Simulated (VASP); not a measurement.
# SnPN (P4/nmm) in VASP: single point with PBE+D3(BJ)

Aim: the single point of SnPN with PBE+D3(BJ).

Program: VASP 6.6.1. These are calculated values, not measurements. Logs are shortened: lines on timing, memory, paths and dates and some standing lists are left out, and cuts for length are marked.

### Step 1. The cell of the first run

It takes space group P4/nmm (No. 129, tetragonal). The conventional cell has a = 3.614 Å, b = 3.614 Å, c = 7.651 Å, α = 90.00°, β = 90.00°, γ = 90.00°. Within 2.5 Å of P (site symmetry 4mm) lie 1 N at 1.88 Å. Within 3.7 Å of Sn (site symmetry 4mm) lie 5 N at 2.45 to 2.56 Å and 5 P at 3.27 to 3.32 Å and 8 Sn at 3.44 to 3.61 Å. Within 2.6 Å of N (site symmetry 4mm) lie 1 P at 1.88 Å and 5 Sn at 2.45 to 2.56 Å.

### Step 2. Single point, PBE+D3(BJ)

The input, INCAR:

```
  ALGO = Normal
  EDIFF = 1E-7
  ENCUT = 520
  GGA = PE
  ISIF = 2
  ISMEAR = 0
  IVDW = 12
  LASPH = True
  LCHARG = True
  LELF = True
  LREAL = False
  LVHAR = True
  LWAVE = False
  NBANDS = 33
  NELM = 100
  PREC = Accurate
  SIGMA = 0.0193
```

The input, KPOINTS:

```
k-points
0
Gamma
  5 5 3
```

The input, POSCAR:

```
SnPN
1.0
    3.6137850000      0.0000000000      0.0000000000
    0.0000000000      3.6137850000      0.0000000000
    0.0000000000      0.0000000000      7.6506970000
P Sn N
2 2 2
Direct
    0.0000000000      0.5000000000      0.0839000000
    0.5000000000      0.0000000000      0.9161000000
    0.0000000000      0.5000000000      0.6503000000
    0.5000000000      0.0000000000      0.3497000000
    0.0000000000      0.5000000000      0.3300000000
    0.5000000000      0.0000000000      0.6700000000
```

Potentials or basis: VASP PAW PBE potentials, release 64 (P, Sn_d, N).

On the command line:

```console
$ cat potpaw_PBE.64/P/POTCAR potpaw_PBE.64/Sn_d/POTCAR potpaw_PBE.64/N/POTCAR > POTCAR
$ mpirun -np 1 vasp_std > vasp.out
```

OUTCAR:

```text
EDIFF = 1E-7
   ENCUT = 520
   GGA = PE
   ISIF = 2
   ISMEAR = 0
   IVDW = 12
   LASPH = True
   LREAL = False
   NELM = 100
   PREC = Accurate
 IVDW          = 12

 ion  position               nearest neighbor table
   1  0.000  0.500  0.084-   5 1.88   2 2.86   2 2.86   2 2.86   2 2.86   4 3.27   4 3.27   4 3.27
                             4 3.27   3 3.32
   2  0.500  0.000  0.916-   6 1.88   1 2.86   1 2.86   1 2.86   1 2.86   3 3.27   3 3.27   3 3.27
                             3 3.27   4 3.32
   3  0.000  0.500  0.650-   5 2.45   6 2.56   6 2.56   6 2.56   6 2.56   2 3.27   2 3.27   2 3.27
                             2 3.27   1 3.32   4 3.44   4 3.44   4 3.44   4 3.44
   4  0.500  0.000  0.350-   6 2.45   5 2.56   5 2.56   5 2.56   5 2.56   1 3.27   1 3.27   1 3.27
                             1 3.27   2 3.32   3 3.44   3 3.44   3 3.44   3 3.44
   5  0.000  0.500  0.330-   1 1.88   3 2.45   4 2.56   4 2.56   4 2.56   4 2.56
   6  0.500  0.000  0.670-   2 1.88   4 2.45   3 2.56   3 2.56   3 2.56   3 2.56

  LATTYP: Found a simple tetragonal cell.
 ALAT       =     3.6137850000
 C/A-ratio  =     2.1170869324

  Lattice vectors:

 A1 = (   3.6137850000,   0.0000000000,   0.0000000000)
 A2 = (   0.0000000000,   3.6137850000,   0.0000000000)
 A3 = (   0.0000000000,   0.0000000000,   7.6506970000)

Analysis of symmetry for initial positions (statically):
=====================================================================
 Subroutine PRICEL returns:
 Original cell was already a primitive cell.

 Routine SETGRP: Setting up the symmetry group for a
 simple tetragonal supercell.

 Subroutine GETGRP returns: Found 16 space group operations
 (whereof  8 operations were pure point group operations)
 out of a pool of 16 trial point group operations.

The static configuration has the point symmetry D_2d.
 The point group associated with its full space group is D_4h.

Analysis of symmetry for dynamics (positions and initial velocities):
=====================================================================
 Subroutine PRICEL returns:
 Original cell was already a primitive cell.

 Routine SETGRP: Setting up the symmetry group for a
 simple tetragonal supercell.

 Subroutine GETGRP returns: Found 16 space group operations
 (whereof  8 operations were pure point group operations)
 out of a pool of 16 trial point group operations.

The dynamic configuration has the point symmetry D_2d.
 The point group associated with its full space group is D_4h.

 Subroutine INISYM returns: Found 16 space group operations
 (whereof  8 operations are pure point group operations),
[... 96 lines left out ...]
   NFREE  =      0    steps in history (QN), initial steepest desc. (CG)
   ISIF   =      2    stress and relaxation
   ISYM   =      2    0-nonsym 1-usesym 2-fastsym
   POTIM  = 0.5000    time-step for ionic-motion
   TEBEG  =    0.0;   TEEND  =   0.0 temperature during run
   PSTRESS=    0.0 pullay stress
   NELECT =      48.0000    total number of electrons
   NUPDOWN=      -1.0000    fix difference up-down
   EMIN   =  10.00;   EMAX   =-10.00  energy-range for DOS
   EFERMI =   0.00;   METHOD = LEGACY
   ISMEAR =     0;   SIGMA  =   0.02  broadening in eV -4-tet -1-fermi 0-gaus
   EFERMI_NEDOS =   21; number of points for ismear=-14 and -15
   IALGO  =     38    algorithm
   IMIX   =      4    mixing-type and parameters
     AMIX     =   0.40;   BMIX     =  1.00
     AMIX_MAG =   1.60;   BMIX_MAG =  1.00
  volume/ion in A,a.u.               =      16.65       112.38
  Fermi-wavevector in a.u.,A,eV,Ry     =   1.282173  2.422956 22.367545  1.643968
  Thomas-Fermi vector in A             =   2.414500
   LORBIT       =      0    0 simple, 1 ext, 2 COOP (PROOUT), +10 PAW based schemes
   GGA     = PE    functional components
   LHFCALC =     F    Hartree Fock is set to
   AEXX    =    0.0000 exact exchange contribution
   IVDW    =    12    specifies the selected vdW correction
   LEPSILON=     F    determine dielectric tensor
   LRPA    =     F    only Hartree local field effects (RPA)
 non-spin polarized calculation
 Gauss-broadening in eV      SIGMA  =   0.02
  energy-cutoff  :      520.00
  volume of cell :       99.91
 maximum number of plane-waves:      2717
 NGX is ok and might be reduce to    28
   NGX = 13   NGY = 13   NGZ = 29

 number of electron      47.9999993 magnetization

 Free energy of the ion-electron system (eV)
  ---------------------------------------------------
  ext. energy  EPLUGINS =         0.00000000
  ---------------------------------------------------
  free energy    TOTEN  =       -31.08004663 eV

  energy without entropy =      -31.07846218  energy(sigma->0) =      -31.07925441

 E-fermi :   8.0234     XC(G=0): -10.8254

 val. band max:        8.0108605319   @ k =   0.4000   0.0000   0.0000
 cond. band min:       8.0244036629   @ k =   0.4000   0.0000   0.3333
 fundamental gap:      0.0135431310
 Fermi energy:         8.0234214066

 k-point     1 :       0.0000    0.0000    0.0000
  band No.  band energies     occupation
      1     -13.6997      2.00000
      2     -13.6473      2.00000
      3     -13.6110      2.00000
      4     -13.6110      2.00000
      5     -13.6060      2.00000
      6     -13.5772      2.00000
[... 421 lines left out ...]
     32      13.5724      0.00000
     33      13.7709      0.00000

------------------------ aborting loop because EDIFF is reached ----------------------------------------

 Edisp (eV)   -1.90471

 E8    (eV) :    -0.7781

  FORCE on cell =-STRESS in cart. coord.  units (eV):
  Direction    XX          YY          ZZ          XY          YZ          ZX
  --------------------------------------------------------------------------------------
  -------------------------------------------------------------------------------------
  Total       0.40014     0.40014    -9.47667     0.00000    -0.00000     0.00000
  in kB       6.41642     6.41642  -151.96403     0.00000    -0.00000     0.00000
  external pressure =      -46.38 kB  Pullay stress =        0.00 kB

 VOLUME and BASIS-vectors are now :
 -----------------------------------------------------------------------------
  energy-cutoff  :      520.00
  volume of cell :       99.91
      direct lattice vectors                 reciprocal lattice vectors
     3.613785000  0.000000000  0.000000000     0.276718178  0.000000000  0.000000000
     0.000000000  3.613785000  0.000000000     0.000000000  0.276718178  0.000000000
     0.000000000  0.000000000  7.650697000     0.000000000  0.000000000  0.130707045

 POSITION                                       TOTAL-FORCE (eV/Angst)
 -----------------------------------------------------------------------------------
      0.00000      1.80689      0.64189         0.000000      0.000000      0.187159
      1.80689      0.00000      7.00880        -0.000000      0.000000     -0.187159
      0.00000      1.80689      4.97525        -0.000000      0.000000      0.618012
      1.80689      0.00000      2.67545         0.000000      0.000000     -0.618012
      0.00000      1.80689      2.52473         0.000000     -0.000000     -1.196442
      1.80689      0.00000      5.12597         0.000000      0.000000      1.196442
 -----------------------------------------------------------------------------------
    total drift:                                0.000000      0.000000     -0.000000

  FREE ENERGIE OF THE ION-ELECTRON SYSTEM (eV)
  ---------------------------------------------------
  free  energy   TOTEN  =       -32.9847576029 eV

  energy  without entropy=      -32.9831731527  energy(sigma->0) =      -32.98396538
```

Wall time 75 s (1 thread of Intel Xeon 8259CL, shared host); peak memory 0.23 GiB.

Results:

| Property | Result |
| --- | --- |
| Free energy | -32.9848 eV |
| Pressure | -4.6 GPa |
| Largest force | 1.196 eV/Å |
| Band gap on the k mesh | zero (bands 24 and 25 overlap by 0.63 eV) |
| Dispersion energy per atom | -0.317 eV |

Forces on the atoms (eV/Å):
```
P    0.000  0.000  0.187
P    0.000  0.000 -0.187
Sn   0.000  0.000  0.618
Sn   0.000  0.000 -0.618
N    0.000  0.000 -1.196
N    0.000  0.000  1.196
```

Stress tensor (GPa, compression positive):
```
  0.64   0.00   0.00
  0.00   0.64   0.00
  0.00   0.00 -15.20
```

Caveat: the cell stands under tension; spin-orbit coupling is left out, which moves the levels of the heavy elements; forces of over 1 eV/Å act on the atoms, so gaps and moduli don't describe the material at rest.
